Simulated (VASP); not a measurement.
# Al (P6_3/mmc) in VASP: notebook

Al is run at these levels: PBE-based screened hybrid with 25 % exact exchange, PBEsol-based screened hybrid with 25 % exact exchange, r2SCANh, r2SCAN50; tasks: single point.

Program: VASP 6.6.1. These are calculated values, not measurements. Logs are shortened: lines on timing, memory, paths and dates and some standing lists are left out, and cuts for length are marked.

**1. The cell of the first run**

The structure is hexagonal, space group P6_3/mmc (No. 194). Conventional cell: a = 2.812 Å, b = 2.812 Å, c = 4.867 Å, α = 90.00°, β = 90.00°, γ = 120.00°. Al (site symmetry -6m2) has 12 Al at 2.81 to 2.93 Å within 3.7 Å.

This isn't the form of Al at room conditions, which is fcc.

**2. Single point, PBE-based screened hybrid with 25 % exact exchange**

File POSCAR:

```
Al
1.0
    2.8124553515      0.0000000000      0.0000000000
   -1.4062276757      2.4356577814      0.0000000000
    0.0000000000      0.0000000000      4.8668500000
Al
2
Direct
    0.3333333333      0.6666666667      0.2500000000
    0.6666666667      0.3333333333      0.7500000000
```

File INCAR.step1:

```
SYSTEM = Al
  PREC = Accurate
  ENCUT = 520
  EDIFF = 1E-5
  ISMEAR = -1
  SIGMA = 0.05
  LREAL = .FALSE.
  LASPH = .TRUE.
  NELM = 80
  ALGO = Normal
  ISIF = 2
  LWAVE = .TRUE.
  LCHARG = .FALSE.
  GGA = PE
  NBANDS = 10
```

File INCAR.step2:

```
SYSTEM = Al
  PREC = Accurate
  ENCUT = 520
  EDIFF = 1E-6
  ISMEAR = -1
  SIGMA = 0.05
  LREAL = .FALSE.
  LASPH = .TRUE.
  NELM = 80
  ALGO = Normal
  ISIF = 2
  LWAVE = .FALSE.
  LCHARG = .FALSE.
  GGA = PE
  LHFCALC = .TRUE.
  AEXX = 0.25
  HFSCREEN = 0.3
  PRECFOCK = Normal
  ISTART = 1
  NBANDS = 10
```

File KPOINTS:

```
regular mesh
0
G
  6 6 3
  0 0 0
```

Potentials or basis: VASP PAW PBE potentials, release 64 (Al).

On the command line:

```bash
cat potpaw_PBE.64/Al/POTCAR > POTCAR
cp INCAR.step1 INCAR
mpirun -np 1 vasp_std > vasp.out
cp INCAR.step2 INCAR
mpirun -np 1 vasp_std > vasp.out
```

OUTCAR:

```text
SYSTEM = Al
   PREC = Accurate
   ENCUT = 520
   EDIFF = 1E-6
   ISMEAR = -1
   LREAL = .FALSE.
   LASPH = .TRUE.
   NELM = 80
   ISIF = 2
   GGA = PE
   LHFCALC = .TRUE.
   AEXX = 0.25
   HFSCREEN = 0.3
   PRECFOCK = Normal
   ISTART = 1

 ion  position               nearest neighbor table
   1  0.333  0.667  0.250-   2 2.93   2 2.93   2 2.93   2 2.93   2 2.93   2 2.93
   2  0.667  0.333  0.750-   1 2.93   1 2.93   1 2.93   1 2.93   1 2.93   1 2.93

  LATTYP: Found a hexagonal cell.
 ALAT       =     2.8124553515
 C/A-ratio  =     1.7304630267

  Lattice vectors:

 A1 = (   2.8124553515,   0.0000000000,   0.0000000000)
 A2 = (  -1.4062276757,   2.4356577814,   0.0000000000)
 A3 = (   0.0000000000,   0.0000000000,   4.8668500000)

Analysis of symmetry for initial positions (statically):
=====================================================================
 Subroutine PRICEL returns:
 Original cell was already a primitive cell.

 Routine SETGRP: Setting up the symmetry group for a
 hexagonal supercell.

 Subroutine GETGRP returns: Found 24 space group operations
 (whereof 12 operations were pure point group operations)
 out of a pool of 24 trial point group operations.

The static configuration has the point symmetry D_3d.
 The point group associated with its full space group is D_6h.

Analysis of symmetry for dynamics (positions and initial velocities):
=====================================================================
 Subroutine PRICEL returns:
 Original cell was already a primitive cell.

 Routine SETGRP: Setting up the symmetry group for a
 hexagonal supercell.

 Subroutine GETGRP returns: Found 24 space group operations
 (whereof 12 operations were pure point group operations)
 out of a pool of 24 trial point group operations.

The dynamic configuration has the point symmetry D_3d.
 The point group associated with its full space group is D_6h.

 Subroutine INISYM returns: Found 24 space group operations
 (whereof 12 operations are pure point group operations),
 and found     1 'primitive' translations

----------------------------------------------------------------------------------------

                                     Primitive cell

  volume of cell :      33.3388

  direct lattice vectors                    reciprocal lattice vectors
     2.812455352  0.000000000  0.000000000     0.355561200  0.205283355  0.000000000
    -1.406227676  2.435657781  0.000000000     0.000000000  0.410566709  0.000000000
     0.000000000  0.000000000  4.866850000     0.000000000  0.000000000  0.205471712

  length of vectors
     2.812455352  2.812455351  4.866850000     0.410566709  0.410566709  0.205471712

  position of ions in fractional coordinates (direct lattice)
     0.333333333  0.666666667  0.250000000
     0.666666667  0.333333333  0.750000000

  ion indices of the primitive-cell ions
   primitive index   ion index
                 1           1
                 2           2

----------------------------------------------------------------------------------------

 KPOINTS: regular mesh

Automatic generation of k-mesh.
 Grid dimensions read from file:
 generate k-points for:    6    6    3

 Generating k-lattice:

  Cartesian coordinates                     Fractional coordinates (reciprocal lattice)
     0.059260200  0.034213892  0.000000000     0.166666667  0.000000000  0.000000000
     0.000000000  0.068427785  0.000000000     0.000000000  0.166666667  0.000000000
     0.000000000  0.000000000  0.068490571     0.000000000  0.000000000  0.333333333

  Length of vectors
     0.068427785  0.068427785  0.068490571

  Shift w.r.t. Gamma in fractional coordinates (k-lattice)
     0.000000000  0.000000000  0.000000000

 Subroutine IBZKPT returns following result:
 ===========================================

 Found     14 irreducible k-points:

 Following reciprocal coordinates:
            Coordinates               Weight
  0.000000  0.000000  0.000000      1.000000
  0.166667  0.000000  0.000000      6.000000
  0.333333  0.000000  0.000000      6.000000
  0.500000 -0.000000  0.000000      3.000000
  0.166667  0.166667  0.000000      6.000000
  0.333333  0.166667  0.000000     12.000000
  0.333333  0.333333  0.000000      2.000000
  0.000000  0.000000  0.333333      2.000000
  0.166667  0.000000  0.333333     12.000000
  0.333333  0.000000  0.333333     12.000000
  0.500000 -0.000000  0.333333      6.000000
  0.166667  0.166667  0.333333     12.000000
  0.333333  0.166667  0.333333     24.000000
  0.333333  0.333333  0.333333      4.000000
   k-points           NKPTS =     14   k-points in BZ     NKDIM =    108   number of bands    NBANDS=     10
   number of dos      NEDOS =    301   number of ions     NIONS =      2
   total plane-waves  NPLWV =  20736
   dimension x,y,z NGX =    24 NGY =   24 NGZ =   36
   dimension x,y,z NGXF=    48 NGYF=   48 NGZF=   72
   ions per type =               2
   NGX,Y,Z   is equivalent  to a cutoff of  14.19, 14.19, 12.30 a.u.
   NGXF,Y,Z  is equivalent  to a cutoff of  28.37, 28.37, 24.59 a.u.
 SYSTEM =  Al
   PREC   = accura    normal or accurate (medium, high low for compatibility)
   ISTART =      1    job   : 0-new  1-cont  2-samecut
   ICHARG =      0    charge: 1-file 2-atom 10-const
   ISPIN  =      1    spin polarized calculation?
   LNONCOLLINEAR =      F non collinear calculations
   LSORBIT =      F    spin-orbit coupling
   LASPH  =      T    aspherical Exc in radial PAW
   ENCUT  =  520.0 eV  38.22 Ry    6.18 a.u.   5.23  5.23  9.05*2*pi/ulx,y,z
   NELM   =     80;   NELMIN=  2; NELMDL=  0     # of ELM steps
   EDIFF  = 0.1E-05   stopping-criterion for ELM
   LREAL  =      F    real-space projection
   EDIFFG = 0.1E-04   stopping-criterion for IOM
   NSW    =      0    number of steps for IOM
   IBRION =     -1    ionic relax: 0-MD 1-quasi-New 2-CG
   NFREE  =      0    steps in history (QN), initial steepest desc. (CG)
   ISIF   =      2    stress and relaxation
   ISYM   =      3    0-nonsym 1-usesym 2-fastsym
   POTIM  = 0.5000    time-step for ionic-motion
   TEBEG  =    0.0;   TEEND  =   0.0 temperature during run
   PSTRESS=    0.0 pullay stress
   NELECT =       6.0000    total number of electrons
   NUPDOWN=      -1.0000    fix difference up-down
   EMIN   =  10.00;   EMAX   =-10.00  energy-range for DOS
   EFERMI =   0.00;   METHOD = LEGACY
   ISMEAR =    -1;   SIGMA  =   0.05  broadening in eV -4-tet -1-fermi 0-gaus
   EFERMI_NEDOS =   21; number of points for ismear=-14 and -15
   IALGO  =     38    algorithm
   IMIX   =      1    mixing-type and parameters
     AMIX     =   0.40;   BMIX     =  1.00
     AMIX_MAG =   1.60;   BMIX_MAG =  1.00
  volume/ion in A,a.u.               =      16.67       112.49
  Fermi-wavevector in a.u.,A,eV,Ry     =   0.924291  1.746656 11.623640  0.854313
  Thomas-Fermi vector in A             =   2.050021
   LORBIT       =      0    0 simple, 1 ext, 2 COOP (PROOUT), +10 PAW based schemes
   GGA     = PE    functional components
   LHFCALC =     T    Hartree Fock is set to
   PRECFOCK=normal    Normal, Fast or Accurate (Low or Medium for compatibility)
   ENCUT4O =  -1.0   cutoff for four orbital integrals eV
   NKREDX  =     1    reduce k-point grid by
   NKREDY  =     1    reduce k-point grid by
   NKREDZ  =     1    reduce k-point grid by
   AEXX    =    0.2500 exact exchange contribution
   HFSCREEN=    0.3000 screening length (either q_TF or 0.3 A-1)
   HFSCREENC=   0.3000 screening length for correlation (either q_TF or 0.3 A-1)
   ENCUTFOCK=  -1.0 apply spherical cutoff to Coloumb kernel
   IVDW    =     0    specifies the selected vdW correction
   LEPSILON=     F    determine dielectric tensor
   LRPA    =     F    only Hartree local field effects (RPA)
 non-spin polarized calculation
  energy-cutoff  :      520.00
  volume of cell :       33.34
 maximum number of plane-waves:       908
 NGX is ok and might be reduce to    24
  NGX = 16; NGY = 16; NGZ = 28

 number of electron       6.0000000 magnetization

 Free energy of the ion-electron system (eV)
  ---------------------------------------------------
  ext. energy  EPLUGINS =         0.00000000
  ---------------------------------------------------
  free energy    TOTEN  =        -7.81172532 eV

  energy without entropy =       -7.80083722  energy(sigma->0) =       -7.80628127

 E-fermi :   8.0816     XC(G=0):  -8.5400

 val. band max:        7.8542255619   @ k =   0.3333   0.3333   0.3333
 cond. band min:       8.2020211000   @ k =   0.3333   0.1667   0.3333
 fundamental gap:      0.3477955381
 Fermi energy:         8.0815612304

 k-point     1 :       0.0000    0.0000    0.0000
  band No.  band energies     occupation
      1      -4.5186      2.00000
      2       2.2759      2.00000
      3       2.5544      2.00000
      4      19.9073      0.00000
      5      20.1720      0.00000
      6      20.1720      0.00000
      7      20.3993      0.00000
      8      20.3993      0.00000
      9      21.1478      0.00000
     10      23.5254      0.00000

 k-point     2 :       0.1667    0.0000    0.0000
  band No.  band energies     occupation
      1      -3.7444      2.00000
      2       3.0270      2.00000
      3       3.2760      2.00000
      4      13.8652      0.00000
      5      17.1842      0.00000
      6      18.2318      0.00000
      7      19.5448      0.00000
      8      19.9191      0.00000
      9      21.8554      0.00000
     10      21.9279      0.00000

 k-point     3 :       0.3333    0.0000    0.0000
  band No.  band energies     occupation
      1      -1.4346      2.00000
      2       5.1342      2.00000
      3       5.4346      2.00000
      4       7.7498      1.99738
      5      13.5977      0.00000
      6      13.9783      0.00000
      7      15.3126      0.00000
      8      17.0613      0.00000
      9      20.6078      0.00000
     10      21.3166      0.00000
[... 118 lines left out ...]
 k-point    13 :       0.3333    0.1667    0.3333
  band No.  band energies     occupation
      1       1.6007      2.00000
      2       3.7899      2.00000
      3       6.1583      2.00000
      4       8.2020      0.16495
      5      10.3989      0.00000
      6      12.1068      0.00000
      7      13.2548      0.00000
      8      16.6440      0.00000
      9      18.6823      0.00000
     10      20.6543      0.00000

 k-point    14 :       0.3333    0.3333    0.3333
  band No.  band energies     occupation
      1       5.1199      2.00000
      2       5.1199      2.00000
      3       5.3787      2.00000
      4       7.4957      1.99998
      5       7.8542      1.97902
      6       7.8542      1.97902
      7      15.9826      0.00000
      8      15.9826      0.00000
      9      16.2480      0.00000
     10      22.0617      0.00000

------------------------ aborting loop because EDIFF is reached ----------------------------------------

  FORCE on cell =-STRESS in cart. coord.  units (eV):
  Direction    XX          YY          ZZ          XY          YZ          ZX
  --------------------------------------------------------------------------------------
  -------------------------------------------------------------------------------------
  Total        0.9258925      0.9258925     -0.9721104      0.0000000      0.0000000      0.0000000
  in kB       44.4960310     44.4960310    -46.7171467      0.0000000      0.0000000      0.0000000
  external PRESSURE =      14.0916384 kB  Pullay stress =       0.0000000 kB

 VOLUME and BASIS-vectors are now :
 -----------------------------------------------------------------------------
  energy-cutoff  :      520.00
  volume of cell :       33.34
      direct lattice vectors                 reciprocal lattice vectors
     2.812455352  0.000000000  0.000000000     0.355561200  0.205283355  0.000000000
    -1.406227676  2.435657781  0.000000000     0.000000000  0.410566709  0.000000000
     0.000000000  0.000000000  4.866850000     0.000000000  0.000000000  0.205471712

 POSITION                                       TOTAL-FORCE (eV/Angst)
 -----------------------------------------------------------------------------------
     -0.00000      1.62377      1.21671        -0.000000      0.000000      0.000000
      1.40623      0.81189      3.65014         0.000000     -0.000000     -0.000000
 -----------------------------------------------------------------------------------
    total drift:                               -0.000011      0.000006     -0.000000

  FREE ENERGIE OF THE ION-ELECTRON SYSTEM (eV)
  ---------------------------------------------------
  free  energy   TOTEN  =        -7.8117253181 eV

  energy  without entropy=       -7.8008372235  energy(sigma->0) =       -7.80628127
```

It took 87 s on 1 thread of AMD EPYC 9R45 (Zen 5), shared host; peak memory 0.21 GiB.

Results:

* Free energy: -7.8117 eV
* Pressure: 1.4 GPa
* Band gap on the k mesh: zero (bands 3 and 4 overlap by 4.05 eV)

Stress tensor (GPa, compression positive):
```
 4.45  0.00  0.00
 0.00  4.45  0.00
 0.00  0.00 -4.67
```

Caveat: the k points lie up to 0.43 Å⁻¹ apart, too coarse for converged energies and pressures of a metal; the PAW data sets were made with another functional, which shifts forces and pressure a little.

**3. Single point, PBE-based screened hybrid with 25 % exact exchange**

This run uses another cell than the first one, of the same volume but with other edges.

File POSCAR:

```
Al
1.0
    2.9130761291      0.0000000000      0.0000000000
   -1.4565380645      2.5227979310      0.0000000000
    0.0000000000      0.0000000000      4.5396977053
Al
2
Direct
    0.3333333333      0.6666666667      0.2500000000
    0.6666666667      0.3333333333      0.7500000000
```

File INCAR.step1:

```
SYSTEM = Al
PREC     = Accurate       ! precision mode
ENCUT    = 520            ! plane-wave cutoff, eV
EDIFF    = 1E-5           ! SCF threshold, eV
ISMEAR   = -1             ! smearing method
SIGMA    = 0.05           ! smearing width, eV
LREAL    = .FALSE.        ! projectors in reciprocal space
LASPH    = .TRUE.         ! aspherical terms in the spheres
NELM     = 60             ! most SCF steps
ALGO     = Normal         ! electronic algorithm
ISIF     = 2              ! what is computed and relaxed
LWAVE    = .TRUE.         ! write WAVECAR
LCHARG   = .FALSE.        ! write CHGCAR
GGA      = PE             ! functional
NBANDS   = 10             ! bands
```

File INCAR.step2:

```
SYSTEM = Al
PREC     = Accurate       ! precision mode
ENCUT    = 520            ! plane-wave cutoff, eV
EDIFF    = 1E-7           ! SCF threshold, eV
ISMEAR   = -1             ! smearing method
SIGMA    = 0.05           ! smearing width, eV
LREAL    = .FALSE.        ! projectors in reciprocal space
LASPH    = .TRUE.         ! aspherical terms in the spheres
NELM     = 60             ! most SCF steps
ALGO     = Normal         ! electronic algorithm
ISIF     = 2              ! what is computed and relaxed
LWAVE    = .FALSE.        ! write WAVECAR
LCHARG   = .FALSE.        ! write CHGCAR
GGA      = PE             ! functional
LHFCALC  = .TRUE.         ! exact exchange
AEXX     = 0.25           ! exact-exchange fraction
HFSCREEN = 0.3            ! screening, 1/A
PRECFOCK = Normal       
ISTART   = 1            
NBANDS   = 10             ! bands
```

KPOINTS is that of step 2.

Potentials or basis: VASP PAW PBE potentials, release 64 (Al).

On the command line:

```bash
cat potpaw_PBE.64/Al/POTCAR > POTCAR
cp INCAR.step1 INCAR
mpirun -np 1 vasp_std > vasp.out
cp INCAR.step2 INCAR
mpirun -np 1 vasp_std > vasp.out
```

It took 2 min on 1 thread of AMD EPYC 9R45 (Zen 5), shared host; peak memory 0.22 GiB.

The run converged. Its results:

```yaml
Free_energy: -7.9037 eV
Pressure: 0.0 GPa
Band_gap_on_the_k_mesh: zero (bands 3 and 4 overlap by 4.86 eV)
```

Stress tensor (GPa, compression positive):
```
 0.09  0.00  0.00
 0.00  0.09  0.00
 0.00  0.00 -0.04
```

Levels at points of the mesh, in eV from the Fermi level:
| k point | band 1 | band 2 | band 3 | band 4 | band 5 | band 6 | band 7 | band 8 |
| --- | --- | --- | --- | --- | --- | --- | --- | --- |
| (0.00, 0.00, 0.00) | -12.46 | -4.85 | -4.22 | 10.44 | 10.44 | 11.06 | 11.06 | 13.17 |
| (0.50, 0.00, 0.00) | -6.21 | -5.87 | 0.64 | 1.70 | 1.72 | 2.24 | 5.42 | 7.35 |

Caveat: the k points lie up to 0.46 Å⁻¹ apart, too coarse for converged energies and pressures of a metal; the PAW data sets were made with another functional, which shifts forces and pressure a little.

(Continued in part 2 of 2.)

The gap in the log of VASP goes by the Fermi energy; the results here count the filled bands.